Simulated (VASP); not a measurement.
# MgO2 (R-3m) in VASP: notebook

The runs below take MgO2 through single point, with LDA.

All numbers are computed with VASP 6.6.1; they aren't measurements. Logs are shortened: lines on timing, memory, paths and dates and some standing lists are left out, and cuts for length are marked.

## (1) The cell of the first run

The structure is trigonal, space group R-3m (No. 166). The conventional cell has a = 2.728 Å, b = 2.728 Å, c = 10.482 Å, α = 90.00°, β = 90.00°, γ = 120.00°. Within 2.5 Å of Mg (site symmetry -3m) lie 6 O at 1.87 Å. O (site symmetry 3m) has 1 O at 1.49 Å and 3 Mg at 1.87 Å within 2.0 Å.

## (2) Single point, LDA (strain -0.1500 x Voigt [1, 1, 0, 0, 0, 0])

Input file INCAR:

```
SYSTEM = MgO2
ALGO = Normal
EDIFF = 1E-7
ENCUT = 520
GGA = CA
ISIF = 2
ISMEAR = 0
LASPH = .True.
LCHARG = .False.
LREAL = .False.
LWAVE = .False.
NBANDS = 14
NELM = 100
PREC = Accurate
SIGMA = 0.05
```

Input file KPOINTS:

```
k-points
0
Gamma
  12 12 12
  0 0 0
```

Input file POSCAR:

```
MgO2
1.0
    1.3640468636      0.7875328239      3.4939788749
   -1.3640468636      0.7875328239      3.4939788749
    0.0000000000     -1.5750656478      3.4939788749
Mg O
1 2
Direct
    0.0000000000      0.0000000000      0.0000000000
    0.4287860000      0.4287860000      0.4287860000
    0.5712140000      0.5712140000      0.5712140000
```

Potentials or basis: VASP PAW LDA potentials, release 64 (Mg, O).

Started as:

```bash
> cat potpaw_LDA.64/Mg/POTCAR potpaw_LDA.64/O/POTCAR > POTCAR
> mpirun -np 1 vasp_std > vasp.out
```

OUTCAR:

```text
SYSTEM = MgO2
   EDIFF = 1E-7
   ENCUT = 520
   GGA = CA
   ISIF = 2
   ISMEAR = 0
   LASPH = .True.
   LREAL = .False.
   NELM = 100
   PREC = Accurate

 ion  position               nearest neighbor table
   1  0.000  0.000  0.000-   3 1.87   3 1.87   2 1.87   2 1.87   3 1.87   2 1.87
   2  0.429  0.429  0.429-   3 1.49   1 1.87   1 1.87   1 1.87
   3  0.571  0.571  0.571-   2 1.49   1 1.87   1 1.87   1 1.87

  LATTYP: Found a trigonal (rhomboedric) cell.
 ALAT       =     3.8325866165
 COS(alpha) =     0.7466595014

  Lattice vectors:

 A1 = (   1.3640468636,   0.7875328239,   3.4939788749)
 A2 = (  -1.3640468636,   0.7875328239,   3.4939788749)
 A3 = (   0.0000000000,  -1.5750656478,   3.4939788749)

Analysis of symmetry for initial positions (statically):
=====================================================================
 Subroutine PRICEL returns:
 Original cell was already a primitive cell.

 Routine SETGRP: Setting up the symmetry group for a
 trigonal (rhombohedral) supercell.

 Subroutine GETGRP returns: Found 12 space group operations
 (whereof 12 operations were pure point group operations)
 out of a pool of 12 trial point group operations.

The static configuration has the point symmetry D_3d.

Analysis of symmetry for dynamics (positions and initial velocities):
=====================================================================
 Subroutine PRICEL returns:
 Original cell was already a primitive cell.

 Routine SETGRP: Setting up the symmetry group for a
 trigonal (rhombohedral) supercell.

 Subroutine GETGRP returns: Found 12 space group operations
 (whereof 12 operations were pure point group operations)
 out of a pool of 12 trial point group operations.

The dynamic configuration has the point symmetry D_3d.

 Subroutine INISYM returns: Found 12 space group operations
 (whereof 12 operations are pure point group operations),
 and found     1 'primitive' translations

----------------------------------------------------------------------------------------

                                     Primitive cell

  volume of cell :      22.5201

  direct lattice vectors                    reciprocal lattice vectors
     1.364046864  0.787532824  3.493978875     0.366556321  0.211631391  0.095402218
    -1.364046864  0.787532824  3.493978875    -0.366556321  0.211631391  0.095402218
     0.000000000 -1.575065648  3.493978875     0.000000000 -0.423262781  0.095402218

  length of vectors
     3.832586617  3.832586617  3.832586617     0.433881280  0.433881280  0.433881280

  position of ions in fractional coordinates (direct lattice)
     0.000000000  0.000000000  0.000000000
     0.428786000  0.428786000  0.428786000
     0.571214000  0.571214000  0.571214000

  ion indices of the primitive-cell ions
   primitive index   ion index
                 1           1
                 2           2
                 3           3

----------------------------------------------------------------------------------------

 KPOINTS: k-points

Automatic generation of k-mesh.
 Grid dimensions read from file:
 generate k-points for:   12   12   12

 Generating k-lattice:

  Cartesian coordinates                     Fractional coordinates (reciprocal lattice)
     0.030546360  0.017635949  0.007950185     0.083333333  0.000000000  0.000000000
    -0.030546360  0.017635949  0.007950185     0.000000000  0.083333333  0.000000000
     0.000000000 -0.035271898  0.007950185     0.000000000  0.000000000  0.083333333

  Length of vectors
     0.036156773  0.036156773  0.036156773

  Shift w.r.t. Gamma in fractional coordinates (k-lattice)
     0.000000000  0.000000000  0.000000000

 Subroutine IBZKPT returns following result:
 ===========================================

 Found    189 irreducible k-points:

 Following reciprocal coordinates:
            Coordinates               Weight
  0.000000  0.000000  0.000000      1.000000
  0.083333  0.000000  0.000000      6.000000
  0.166667  0.000000  0.000000      6.000000
  0.250000  0.000000 -0.000000      6.000000
  0.333333  0.000000  0.000000      6.000000
  0.416667 -0.000000 -0.000000      6.000000
[... 16 lines left out ...]
  0.500000  0.166667 -0.000000     12.000000
 -0.416667  0.166667  0.000000     12.000000
 [... further k-points ...]
   k-points           NKPTS =    189   k-points in BZ     NKDIM =    189   number of bands    NBANDS=     14
   number of dos      NEDOS =    301   number of ions     NIONS =      3
   total plane-waves  NPLWV =  27000
   dimension x,y,z NGX =    30 NGY =   30 NGZ =   30
   dimension x,y,z NGXF=    60 NGYF=   60 NGZF=   60
   ions per type =               1   2
   NGX,Y,Z   is equivalent  to a cutoff of  13.01, 13.01, 13.01 a.u.
   NGXF,Y,Z  is equivalent  to a cutoff of  26.03, 26.03, 26.03 a.u.
 SYSTEM =  MgO2
   PREC   = accura    normal or accurate (medium, high low for compatibility)
   ISTART =      0    job   : 0-new  1-cont  2-samecut
   ICHARG =      2    charge: 1-file 2-atom 10-const
   ISPIN  =      1    spin polarized calculation?
   LNONCOLLINEAR =      F non collinear calculations
   LSORBIT =      F    spin-orbit coupling
   LASPH  =      T    aspherical Exc in radial PAW
   ENCUT  =  520.0 eV  38.22 Ry    6.18 a.u.   7.13  7.13  7.13*2*pi/ulx,y,z
   NELM   =    100;   NELMIN=  2; NELMDL= -5     # of ELM steps
   EDIFF  = 0.1E-06   stopping-criterion for ELM
   LREAL  =      F    real-space projection
   EDIFFG = 0.1E-05   stopping-criterion for IOM
   NSW    =      0    number of steps for IOM
   IBRION =     -1    ionic relax: 0-MD 1-quasi-New 2-CG
   NFREE  =      0    steps in history (QN), initial steepest desc. (CG)
   ISIF   =      2    stress and relaxation
   ISYM   =      2    0-nonsym 1-usesym 2-fastsym
   POTIM  = 0.5000    time-step for ionic-motion
   TEBEG  =    0.0;   TEEND  =   0.0 temperature during run
   PSTRESS=    0.0 pullay stress
   NELECT =      14.0000    total number of electrons
   NUPDOWN=      -1.0000    fix difference up-down
   EMIN   =  10.00;   EMAX   =-10.00  energy-range for DOS
   EFERMI =   0.00;   METHOD = LEGACY
   ISMEAR =     0;   SIGMA  =   0.05  broadening in eV -4-tet -1-fermi 0-gaus
   EFERMI_NEDOS =   21; number of points for ismear=-14 and -15
   IALGO  =     38    algorithm
   IMIX   =      4    mixing-type and parameters
     AMIX     =   0.40;   BMIX     =  1.00
     AMIX_MAG =   1.60;   BMIX_MAG =  1.00
  volume/ion in A,a.u.               =       7.51        50.66
  Fermi-wavevector in a.u.,A,eV,Ry     =   1.397208  2.640340 26.561154  1.952190
  Thomas-Fermi vector in A             =   2.520487
   LORBIT       =      0    0 simple, 1 ext, 2 COOP (PROOUT), +10 PAW based schemes
   GGA     = CA    functional components
   LHFCALC =     F    Hartree Fock is set to
   AEXX    =    0.0000 exact exchange contribution
   IVDW    =     0    specifies the selected vdW correction
   LEPSILON=     F    determine dielectric tensor
   LRPA    =     F    only Hartree local field effects (RPA)
 non-spin polarized calculation
 Gauss-broadening in eV      SIGMA  =   0.05
  energy-cutoff  :      520.00
  volume of cell :       22.52
 maximum number of plane-waves:       616
 NGX is ok and might be reduce to    30
   NGX = 15   NGY = 15   NGZ = 15

 number of electron      14.0000000 magnetization

 Free energy of the ion-electron system (eV)
  ---------------------------------------------------
  ext. energy  EPLUGINS =         0.00000000
  ---------------------------------------------------
  free energy    TOTEN  =       -17.32038972 eV

  energy without entropy =      -17.32038972  energy(sigma->0) =      -17.32038972

 E-fermi :   5.3073     XC(G=0): -12.5214

 val. band max:        5.1117342646   @ k =   0.5000   0.5000   0.5000
 cond. band min:       6.2971101248   @ k =   0.5000   0.5000   0.5000
 fundamental gap:      1.1853758601
 Fermi energy:         5.3073158097

 k-point     1 :       0.0000    0.0000    0.0000
  band No.  band energies     occupation
      1     -17.3853      2.00000
      2     -10.3148      2.00000
      3      -4.4572      2.00000
      4       2.1049      2.00000
      5       2.1049      2.00000
      6       4.0927      2.00000
      7       4.0927      2.00000
      8       9.3586      0.00000
      9      12.6901      0.00000
     10      18.9726      0.00000
     11      19.9405      0.00000
     12      22.9793      0.00000
     13      22.9793      0.00000
     14      26.9762      0.00000

 k-point     2 :       0.0833    0.0000    0.0000
  band No.  band energies     occupation
      1     -17.3064      2.00000
      2     -10.3225      2.00000
      3      -4.3598      2.00000
      4       1.7425      2.00000
      5       2.0415      2.00000
      6       3.9131      2.00000
      7       4.0583      2.00000
      8       9.3499      0.00000
      9      13.0974      0.00000
     10      18.9725      0.00000
     11      20.0046      0.00000
     12      22.3208      0.00000
     13      23.2817      0.00000
     14      26.3785      0.00000

 k-point     3 :       0.1667    0.0000    0.0000
  band No.  band energies     occupation
      1     -17.0837      2.00000
      2     -10.3423      2.00000
      3      -4.0950      2.00000
      4       0.8299      2.00000
      5       1.8724      2.00000
      6       3.4900      2.00000
      7       3.9660      2.00000
      8       9.2774      0.00000
      9      14.1040      0.00000
     10      18.9340      0.00000
     11      19.9157      0.00000
     12      21.4995      0.00000
     13      24.1437      0.00000
     14      25.1581      0.00000

 k-point     4 :       0.2500    0.0000   -0.0000
  band No.  band energies     occupation
      1     -16.7595      2.00000
      2     -10.3681      2.00000
      3      -3.7370      2.00000
      4      -0.2964      2.00000
      5       1.6504      2.00000
      6       3.0435      2.00000
      7       3.8440      2.00000
      8       9.0757      0.00000
      9      15.2354      0.00000
     10      18.7975      0.00000
     11      19.5806      0.00000
     12      21.2056      0.00000
     13      23.9414      0.00000
     14      25.3900      0.00000

 k-point     5 :       0.3333    0.0000    0.0000
  band No.  band energies     occupation
      1     -16.4080      2.00000
      2     -10.3957      2.00000
      3      -3.3769      2.00000
      4      -1.3525      2.00000
      5       1.4377      2.00000
      6       2.7330      2.00000
      7       3.7264      2.00000
      8       8.7685      0.00000
      9      15.9085      0.00000
     10      18.9277      0.00000
     11      19.4034      0.00000
[... 276 lines left out ...]
 k-point    22 :       0.4167    0.1667    0.0000
  band No.  band energies     occupation
      1     -16.2190      2.00000
      2     -10.6352      2.00000
      3      -2.8217      2.00000
      4      -1.4130      2.00000
      5       0.7975      2.00000
      6       2.6425      2.00000
      7       3.6377      2.00000
      8       8.4142      0.00000
      9      17.0876      0.00000
     10      18.0555      0.00000
     11      19.8945      0.00000
     12      20.8035      0.00000
     13      23.2224      0.00000
     14      26.9689      0.00000

 k-point    23 :       0.5000    0.1667   -0.0000
  band No.  band energies     occupation
      1     -16.0019      2.00000
      2     -10.5556      2.00000
      3      -2.6408      2.00000
      4      -2.0194      2.00000
      5       0.5708      2.00000
      6       2.6275      2.00000
      7       3.2725      2.00000
      8       8.3251      0.00000
      9      17.1707      0.00000
     10      18.8697      0.00000
     11      19.8340      0.00000
     12      20.7364      0.00000
     13      22.4471      0.00000
     14      27.2431      0.00000

 k-point    24 :      -0.4167    0.1667    0.0000
  band No.  band energies     occupation
      1     -15.9447      2.00000
      2     -10.4419      2.00000
      3      -2.8762      2.00000
      4      -1.9742      2.00000
      5       0.4715      2.00000
      6       2.5689      2.00000
      7       3.0715      2.00000
      8       8.4375      0.00000
      9      17.0987      0.00000
     10      19.1168      0.00000
     11      19.7956      0.00000
     12      21.1764      0.00000
     13      21.9864      0.00000
     14      27.0937      0.00000

 [... further k-points ...]
[... 5 lines left out ...]
  --------------------------------------------------------------------------------------
  -------------------------------------------------------------------------------------
  Total       10.3557276     10.3557276      0.7192211      0.0000000      0.0000000      0.0000000
  in kB      736.7526702    736.7526702     51.1685967      0.0000000      0.0000000      0.0000000
  external PRESSURE =     508.2246457 kB  Pullay stress =       0.0000000 kB

 VOLUME and BASIS-vectors are now :
 -----------------------------------------------------------------------------
  energy-cutoff  :      520.00
  volume of cell :       22.52
      direct lattice vectors                 reciprocal lattice vectors
     1.364046864  0.787532824  3.493978875     0.366556321  0.211631391  0.095402218
    -1.364046864  0.787532824  3.493978875    -0.366556321  0.211631391  0.095402218
     0.000000000 -1.575065648  3.493978875     0.000000000 -0.423262781  0.095402218

 POSITION                                       TOTAL-FORCE (eV/Angst)
 -----------------------------------------------------------------------------------
      0.00000      0.00000      0.00000         0.000000      0.000000     -0.000000
      0.00000      0.00000      4.49451         0.000000     -0.000000      3.507715
      0.00000      0.00000      5.98743         0.000000      0.000000     -3.507715
 -----------------------------------------------------------------------------------
    total drift:                                0.000000     -0.000000      0.000000

  FREE ENERGIE OF THE ION-ELECTRON SYSTEM (eV)
  ---------------------------------------------------
  free  energy   TOTEN  =       -17.3203897199 eV

  energy  without entropy=      -17.3203897199  energy(sigma->0) =      -17.32038972
```

It took 2.6 min on 1 thread of AMD EPYC 7R13, shared host; peak memory 0.16 GiB.

Results:

```
Free energy            : -17.3204 eV
Pressure               : 50.8 GPa
Largest force          : 3.508 eV/Å
Band gap on the k mesh : 1.19 eV
```

Forces in eV/Å, atoms in the order of the input:
```
Mg   0.000  0.000  0.000
O    0.000  0.000  3.508
O    0.000  0.000 -3.508
```

Stress tensor (GPa, compression positive):
```
73.68  0.00  0.00
 0.00 73.68  0.00
 0.00  0.00  5.12
```

Caveat: the cell differs from its parent crystal (strain -0.1500 x Voigt [1, 1, 0, 0, 0, 0]); the cell stands under pressure; forces of over 1 eV/Å act on the atoms, so gaps and moduli don't describe the material at rest. A k mesh can miss the band edges.

(Part 1 of 2 ends here.)
